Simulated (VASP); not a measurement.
A run of VASP 6.6.1 is set up as follows.

INCAR

```
AGGAC = 1.0
AGGAX = 1.0
ALDAC = 0.0
ALDAX = 1.0
ALGO = Normal
EDIFF = 1E-6
ENCUT = 500
GGA = B5
GGA_COMPAT = F
ISIF = 2
ISMEAR = -1
LASPH = T
LCHARG = F
LREAL = F
LWAVE = F
NBANDS = 64
NELM = 120
PREC = Accurate
SIGMA = 0.05
```

File KPOINTS:

```
k-points
0
Gamma
  9 9 1
```

Contents of POSCAR:

```
Te2Mo
1.0
    3.5613831954      0.0000000000      0.0000000000
   -1.7806915977      3.0842483198      0.0000000000
    0.0000000000      0.0000000000     38.9902681400
Te Mo
8 4
Direct
    0.3333333333      0.6666666667      0.3282231700
    0.3333333333      0.6666666667      0.9518180900
    0.6666666667      0.3333333333      0.1400809200
    0.6666666667      0.3333333333      0.7636306700
    0.6666666667      0.3333333333      0.0481819100
    0.6666666667      0.3333333333      0.6717768300
    0.3333333333      0.6666666667      0.2363693300
    0.3333333333      0.6666666667      0.8599190800
    0.6666666667      0.3333333333      0.2823380000
    0.6666666667      0.3333333333      0.9058588400
    0.3333333333      0.6666666667      0.0941411600
    0.3333333333      0.6666666667      0.7176620000
```

Potentials or basis: VASP PAW PBE potentials, release 64 (Te, Mo_sv).

The run is started by

```console
$ cat potpaw_PBE.64/Te/POTCAR potpaw_PBE.64/Mo_sv/POTCAR > POTCAR
$ mpirun -np 1 vasp_std > vasp.out
```

**Question.** Predict the band gap on the k mesh.

**Answer.** 0.97 eV (least direct gap 1.00 eV).

**Question.** What does it give for the largest force?

**Answer.** 0.760 eV/Å.

Forces in eV/Å, atoms in the order of the input:
```
Te   0.000  0.000  0.760
Te   0.000  0.000  0.606
Te   0.000  0.000  0.614
Te   0.000  0.000  0.605
Te   0.000  0.000 -0.606
Te   0.000  0.000 -0.760
Te   0.000  0.000 -0.605
Te   0.000  0.000 -0.614
Mo   0.000  0.000 -0.011
Mo   0.000  0.000  0.008
Mo   0.000  0.000 -0.008
Mo   0.000  0.000  0.011
```

Caveat: the PAW data sets were made with another functional, which shifts forces and pressure a little; spin-orbit coupling is left out, which moves the levels of the heavy elements.
